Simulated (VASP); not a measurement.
# CsGaAg2 (R-3m) in VASP: notebook

The runs below take CsGaAg2 through single point, with PBE.

Everything below comes from runs of VASP 6.6.1. Logs are shortened: lines on timing, memory, paths and dates and some standing lists are left out, and cuts for length are marked.

**1. The cell of the first run**

The structure is trigonal, space group R-3m (No. 166). Conventional cell: a = 4.689 Å, b = 4.689 Å, c = 20.312 Å, α = 90.00°, β = 90.00°, γ = 120.00°. Within 4.8 Å of Cs (site symmetry -3m) lie 8 Ag at 3.69 to 4.10 Å and 6 Ga at 4.33 Å and 6 Cs at 4.69 Å. Within 3.6 Å of Ga (site symmetry -3m) lie 6 Ag at 2.72 Å. Ag (site symmetry 3m) has 3 Ga at 2.72 Å and 3 Ag at 2.77 Å and 1 Cs at 3.69 Å within 3.7 Å.

**2. Single point, PBE**

File INCAR:

```
SYSTEM = CsGaAg2
  PREC = Accurate
  ENCUT = 520
  EDIFF = 1E-7
  ISMEAR = 0
  SIGMA = 0.1
  LREAL = .FALSE.
  LASPH = .TRUE.
  NELM = 100
  ALGO = Fast
  ISIF = 2
  LWAVE = .FALSE.
  LCHARG = .FALSE.
  GGA = PE
  NBANDS = 30
```

File KPOINTS:

```
regular mesh
0
G
  6 6 6
  0 0 0
```

File POSCAR:

```
CsGaAg2
1.0
    2.3443288233      1.3534988771      6.7706575328
   -2.3443288233      1.3534988771      6.7706575328
    0.0000000000     -2.7069977544      6.7706575328
Cs Ga Ag
1 1 2
Direct
    0.0000000000      0.0000000000      0.0000000000
    0.5000000000      0.5000000000      0.5000000000
    0.1814895011      0.1814895011      0.1814895011
    0.8185104989      0.8185104989      0.8185104989
```

Potentials or basis: VASP PAW PBE potentials, release 64 (Cs_sv, Ga_d, Ag).

Command:

```console
> cat potpaw_PBE.64/Cs_sv/POTCAR potpaw_PBE.64/Ga_d/POTCAR potpaw_PBE.64/Ag/POTCAR > POTCAR
> mpirun -np 1 vasp_std > vasp.out
```

OUTCAR:

```text
SYSTEM = CsGaAg2
   PREC = Accurate
   ENCUT = 520
   EDIFF = 1E-7
   ISMEAR = 0
   LREAL = .FALSE.
   LASPH = .TRUE.
   NELM = 100
   ISIF = 2
   GGA = PE

 ion  position               nearest neighbor table
   1  0.000  0.000  0.000-
   2  0.500  0.500  0.500-   3 2.72   4 2.72   3 2.72   3 2.72   4 2.72   4 2.72
   3  0.181  0.181  0.181-   2 2.72   2 2.72   2 2.72   4 2.77   4 2.77   4 2.77
   4  0.819  0.819  0.819-   2 2.72   2 2.72   2 2.72   3 2.77   3 2.77   3 2.77

  LATTYP: Found a trigonal (rhomboedric) cell.
 ALAT       =     7.2917515227
 COS(alpha) =     0.7932700841

  Lattice vectors:

 A1 = (   2.3443288233,   1.3534988771,   6.7706575328)
 A2 = (  -2.3443288233,   1.3534988771,   6.7706575328)
 A3 = (   0.0000000000,  -2.7069977544,   6.7706575328)

Analysis of symmetry for initial positions (statically):
=====================================================================
 Subroutine PRICEL returns:
 Original cell was already a primitive cell.

 Routine SETGRP: Setting up the symmetry group for a
 trigonal (rhombohedral) supercell.

 Subroutine GETGRP returns: Found 12 space group operations
 (whereof 12 operations were pure point group operations)
 out of a pool of 12 trial point group operations.

The static configuration has the point symmetry D_3d.

Analysis of symmetry for dynamics (positions and initial velocities):
=====================================================================
 Subroutine PRICEL returns:
 Original cell was already a primitive cell.

 Routine SETGRP: Setting up the symmetry group for a
 trigonal (rhombohedral) supercell.

 Subroutine GETGRP returns: Found 12 space group operations
 (whereof 12 operations were pure point group operations)
 out of a pool of 12 trial point group operations.

The dynamic configuration has the point symmetry D_3d.

 Subroutine INISYM returns: Found 12 space group operations
 (whereof 12 operations are pure point group operations),
 and found     1 'primitive' translations

----------------------------------------------------------------------------------------

                                     Primitive cell

  volume of cell :     128.9017

  direct lattice vectors                    reciprocal lattice vectors
     2.344328823  1.353498877  6.770657533     0.213280661  0.123137647  0.049232048
    -2.344328823  1.353498877  6.770657533    -0.213280661  0.123137647  0.049232048
     0.000000000 -2.706997754  6.770657533     0.000000000 -0.246275294  0.049232048

  length of vectors
     7.291751523  7.291751523  7.291751523     0.251147994  0.251147994  0.251147994

  position of ions in fractional coordinates (direct lattice)
     0.000000000  0.000000000  0.000000000
     0.500000000  0.500000000  0.500000000
     0.181489501  0.181489501  0.181489501
     0.818510499  0.818510499  0.818510499

  ion indices of the primitive-cell ions
   primitive index   ion index
                 1           1
                 2           2
                 3           3
                 4           4

----------------------------------------------------------------------------------------

 KPOINTS: regular mesh

Automatic generation of k-mesh.
 Grid dimensions read from file:
 generate k-points for:    6    6    6

 Generating k-lattice:

  Cartesian coordinates                     Fractional coordinates (reciprocal lattice)
     0.035546777  0.020522941  0.008205341     0.166666667  0.000000000  0.000000000
    -0.035546777  0.020522941  0.008205341     0.000000000  0.166666667  0.000000000
     0.000000000 -0.041045882  0.008205341    -0.000000000 -0.000000000  0.166666667

  Length of vectors
     0.041857999  0.041857999  0.041857999

  Shift w.r.t. Gamma in fractional coordinates (k-lattice)
     0.000000000  0.000000000  0.000000000

 Subroutine IBZKPT returns following result:
 ===========================================

 Found     32 irreducible k-points:

 Following reciprocal coordinates:
            Coordinates               Weight
  0.000000  0.000000  0.000000      1.000000
  0.166667 -0.000000 -0.000000      6.000000
  0.333333 -0.000000  0.000000      6.000000
  0.500000 -0.000000  0.000000      3.000000
  0.166667  0.166667  0.000000      6.000000
  0.333333  0.166667  0.000000     12.000000
[... 16 lines left out ...]
  0.500000  0.500000  0.166667      6.000000
 -0.333333  0.500000  0.166667     12.000000
 [... further k-points ...]
   k-points           NKPTS =     32   k-points in BZ     NKDIM =     32   number of bands    NBANDS=     30
   number of dos      NEDOS =    301   number of ions     NIONS =      4
   total plane-waves  NPLWV = 157464
   dimension x,y,z NGX =    54 NGY =   54 NGZ =   54
   dimension x,y,z NGXF=   108 NGYF=  108 NGZF=  108
   ions per type =               1   1   2
   NGX,Y,Z   is equivalent  to a cutoff of  12.31, 12.31, 12.31 a.u.
   NGXF,Y,Z  is equivalent  to a cutoff of  24.62, 24.62, 24.62 a.u.
 SYSTEM =  CsGaAg2
   PREC   = accura    normal or accurate (medium, high low for compatibility)
   ISTART =      0    job   : 0-new  1-cont  2-samecut
   ICHARG =      2    charge: 1-file 2-atom 10-const
   ISPIN  =      1    spin polarized calculation?
   LNONCOLLINEAR =      F non collinear calculations
   LSORBIT =      F    spin-orbit coupling
   LASPH  =      T    aspherical Exc in radial PAW
   ENCUT  =  520.0 eV  38.22 Ry    6.18 a.u.  13.56 13.56 13.56*2*pi/ulx,y,z
   NELM   =    100;   NELMIN=  2; NELMDL= -5     # of ELM steps
   EDIFF  = 0.1E-06   stopping-criterion for ELM
   LREAL  =      F    real-space projection
   EDIFFG = 0.1E-05   stopping-criterion for IOM
   NSW    =      0    number of steps for IOM
   IBRION =     -1    ionic relax: 0-MD 1-quasi-New 2-CG
   NFREE  =      0    steps in history (QN), initial steepest desc. (CG)
   ISIF   =      2    stress and relaxation
   ISYM   =      2    0-nonsym 1-usesym 2-fastsym
   POTIM  = 0.5000    time-step for ionic-motion
   TEBEG  =    0.0;   TEEND  =   0.0 temperature during run
   PSTRESS=    0.0 pullay stress
   NELECT =      44.0000    total number of electrons
   NUPDOWN=      -1.0000    fix difference up-down
   EMIN   =  10.00;   EMAX   =-10.00  energy-range for DOS
   EFERMI =   0.00;   METHOD = LEGACY
   ISMEAR =     0;   SIGMA  =   0.10  broadening in eV -4-tet -1-fermi 0-gaus
   EFERMI_NEDOS =   21; number of points for ismear=-14 and -15
   IALGO  =     68    algorithm
   IMIX   =      4    mixing-type and parameters
     AMIX     =   0.40;   BMIX     =  1.00
     AMIX_MAG =   1.60;   BMIX_MAG =  1.00
  volume/ion in A,a.u.               =      32.23       217.47
  Fermi-wavevector in a.u.,A,eV,Ry     =   1.144123  2.162080 17.810277  1.309018
  Thomas-Fermi vector in A             =   2.280816
   LORBIT       =      0    0 simple, 1 ext, 2 COOP (PROOUT), +10 PAW based schemes
   GGA     = PE    functional components
   LHFCALC =     F    Hartree Fock is set to
   AEXX    =    0.0000 exact exchange contribution
   IVDW    =     0    specifies the selected vdW correction
   LEPSILON=     F    determine dielectric tensor
   LRPA    =     F    only Hartree local field effects (RPA)
 non-spin polarized calculation
 RMM-DIIS sequential band-by-band and
 Gauss-broadening in eV      SIGMA  =   0.10
  energy-cutoff  :      520.00
  volume of cell :      128.90
 maximum number of plane-waves:      3505
   NGX = 27   NGY = 27   NGZ = 27

 number of electron      44.0000002 magnetization

 Free energy of the ion-electron system (eV)
  ---------------------------------------------------
  ext. energy  EPLUGINS =         0.00000000
  ---------------------------------------------------
  free energy    TOTEN  =        -9.37482632 eV

  energy without entropy =       -9.36761612  energy(sigma->0) =       -9.37122122

 E-fermi :   3.8137     XC(G=0):  -8.7324

 val. band max:        3.5563929184   @ k =  -0.1667   0.1667   0.0000
 cond. band min:       3.8754628021   @ k =   0.3333  -0.0000   0.0000
 fundamental gap:      0.3190698838
 Fermi energy:         3.8136705531

 k-point     1 :       0.0000    0.0000    0.0000
  band No.  band energies     occupation
      1     -19.3418      2.00000
      2     -11.2645      2.00000
      3     -11.2155      2.00000
      4     -11.2155      2.00000
      5     -11.1712      2.00000
      6     -11.1712      2.00000
[... 22 lines left out ...]
     29       7.6198      0.00000
     30       8.7738      0.00000

 k-point     2 :       0.1667   -0.0000   -0.0000
  band No.  band energies     occupation
      1     -19.3338      2.00000
      2     -11.2626      2.00000
      3     -11.2161      2.00000
      4     -11.2158      2.00000
      5     -11.1745      2.00000
      6     -11.1720      2.00000
[... 22 lines left out ...]
     29       8.6735      0.00000
     30       8.9028      0.00000

 k-point     3 :       0.3333   -0.0000    0.0000
  band No.  band energies     occupation
      1     -19.3176      2.00000
      2     -11.2591      2.00000
      3     -11.2176      2.00000
      4     -11.2164      2.00000
      5     -11.1813      2.00000
      6     -11.1736      2.00000
[... 22 lines left out ...]
     29       8.9689      0.00000
     30       8.9900      0.00000

 k-point     4 :       0.5000   -0.0000    0.0000
  band No.  band energies     occupation
      1     -19.3095      2.00000
      2     -11.2574      2.00000
      3     -11.2186      2.00000
      4     -11.2168      2.00000
      5     -11.1848      2.00000
      6     -11.1744      2.00000
[... 616 lines left out ...]
     29       8.9891      0.00000
     30       9.6237      0.00000

 k-point    23 :       0.5000    0.5000    0.1667
  band No.  band energies     occupation
      1     -19.3174      2.00000
      2     -11.2590      2.00000
      3     -11.2174      2.00000
      4     -11.2164      2.00000
      5     -11.1812      2.00000
      6     -11.1736      2.00000
[... 22 lines left out ...]
     29       8.1718      0.00000
     30       8.8784      0.00000

 k-point    24 :      -0.3333    0.5000    0.1667
  band No.  band energies     occupation
      1     -19.3093      2.00000
      2     -11.2574      2.00000
      3     -11.2181      2.00000
      4     -11.2171      2.00000
      5     -11.1830      2.00000
      6     -11.1764      2.00000
[... 22 lines left out ...]
     29       9.0356      0.00000
     30      10.4263      0.00000

 [... further k-points ...]

------------------------ aborting loop because EDIFF is reached ----------------------------------------

  FORCE on cell =-STRESS in cart. coord.  units (eV):
  Direction    XX          YY          ZZ          XY          YZ          ZX
  --------------------------------------------------------------------------------------
  -------------------------------------------------------------------------------------
  Total        0.1936456      0.1936456      0.0210553      0.0000000     -0.0000000      0.0000000
  in kB        2.4069097      2.4069097      0.2617053      0.0000000     -0.0000000      0.0000000
  external PRESSURE =       1.6918416 kB  Pullay stress =       0.0000000 kB

 VOLUME and BASIS-vectors are now :
 -----------------------------------------------------------------------------
  energy-cutoff  :      520.00
  volume of cell :      128.90
      direct lattice vectors                 reciprocal lattice vectors
     2.344328823  1.353498877  6.770657533     0.213280661  0.123137647  0.049232048
    -2.344328823  1.353498877  6.770657533    -0.213280661  0.123137647  0.049232048
     0.000000000 -2.706997754  6.770657533     0.000000000 -0.246275294  0.049232048

 POSITION                                       TOTAL-FORCE (eV/Angst)
 -----------------------------------------------------------------------------------
      0.00000      0.00000      0.00000        -0.000000      0.000000      0.000000
      0.00000     -0.00000     10.15599         0.000000      0.000000      0.000000
      0.00000     -0.00000      3.68641        -0.000000      0.000000     -0.005136
      0.00000     -0.00000     16.62556        -0.000000     -0.000000      0.005136
 -----------------------------------------------------------------------------------
    total drift:                               -0.000000      0.000000     -0.000000

  FREE ENERGIE OF THE ION-ELECTRON SYSTEM (eV)
  ---------------------------------------------------
  free  energy   TOTEN  =        -9.3748263246 eV

  energy  without entropy=       -9.3676161204  energy(sigma->0) =       -9.37122122
```

Run time: 4.4 min. Hardware: 1 thread of Intel Xeon 6975P-C (Granite Rapids), shared host; peak memory 0.44 GiB.

Results:

```
Free energy            : -9.3748 eV
Pressure               : 0.2 GPa
Largest force          : 0.005 eV/Å
Band gap on the k mesh : zero (bands 22 and 23 overlap by 2.28 eV)
```

Forces on the atoms (eV/Å):
```
Cs   0.000  0.000  0.000
Ga   0.000  0.000  0.000
Ag   0.000  0.000 -0.005
Ag   0.000  0.000  0.005
```

Caveat: spin-orbit coupling is left out, which moves the levels of the heavy elements.

**3. Single point, PBE**

This run uses another cell than the first one, of 25.04 Å³/atom.

File INCAR:

```
SYSTEM = CsGaAg2
PREC = Accurate
ENCUT = 520
EDIFF = 1E-6
ISMEAR = 0
SIGMA = 0.1
LREAL = .FALSE.
LASPH = .TRUE.
NELM = 60
ALGO = Normal
ISIF = 2
LWAVE = .FALSE.
LCHARG = .TRUE.
GGA = PE
LELF = .TRUE.
LVHAR = .TRUE.
NBANDS = 30
```

File KPOINTS:

```
Automatic mesh
0
G
  6 6 6
  0 0 0
```

File POSCAR:

```
CsGaAg2
1.0
    2.0179175388      1.1650452342      7.1008987032
   -2.0179175388      1.1650452342      7.1008987032
    0.0000000000     -2.3300904686      7.1008987032
Cs Ga Ag
1 1 2
Direct
    0.0000000000      0.0000000000      0.0000000000
    0.5000000000      0.5000000000      0.5000000000
    0.2220000000      0.2220000000      0.2220000000
    0.7780000000      0.7780000000      0.7780000000
```

Potentials or basis: VASP PAW PBE potentials, release 64 (Cs_sv, Ga_d, Ag).

Command:

```console
> cat potpaw_PBE.64/Cs_sv/POTCAR potpaw_PBE.64/Ga_d/POTCAR potpaw_PBE.64/Ag/POTCAR > POTCAR
> mpirun -np 1 vasp_std > vasp.out
```

It took 2.5 min on 1 thread of Intel Xeon 6975P-C (Granite Rapids), shared host; peak memory 0.46 GiB.

Results (log left out):

| Item | Value |
| --- | --- |
| Free energy | -8.0448 eV |
| Pressure | 6.7 GPa |
| Largest force | 0.689 eV/Å |
| Band gap on the k mesh | zero (bands 22 and 23 overlap by 2.03 eV) |

Forces on the atoms (eV/Å):
```
Cs   0.000  0.000  0.000
Ga   0.000  0.000  0.000
Ag   0.000  0.000 -0.689
Ag   0.000  0.000  0.689
```

Stress tensor (GPa, compression positive):
```
7.50 0.00 0.00
0.00 7.50 0.00
0.00 0.00 5.23
```

Levels at points of the mesh, in eV from the Fermi level:
| k point | band 18 | band 19 | band 20 | band 21 | band 22 | band 23 | band 24 | band 25 | band 26 | band 27 |
| --- | --- | --- | --- | --- | --- | --- | --- | --- | --- | --- |
| (0.00, 0.00, 0.00) | -4.75 | -4.47 | -4.47 | -1.43 | -0.64 | 2.98 | 3.55 | 3.55 | 4.23 | 4.23 |
| (0.50, 0.00, 0.00) | -4.56 | -4.38 | -3.23 | -3.22 | -1.05 | 0.89 | 1.08 | 1.29 | 3.57 | 5.17 |
| (0.50, 0.50, 0.00) | -4.62 | -4.43 | -3.70 | -2.84 | -0.89 | 0.20 | 1.62 | 1.82 | 3.66 | 4.25 |
| (0.50, 0.50, 0.50) | -4.67 | -4.51 | -4.51 | -3.07 | 1.66 | 2.66 | 3.31 | 3.31 | 5.00 | 5.00 |

Caveat: the cell stands under pressure; spin-orbit coupling is left out, which moves the levels of the heavy elements.
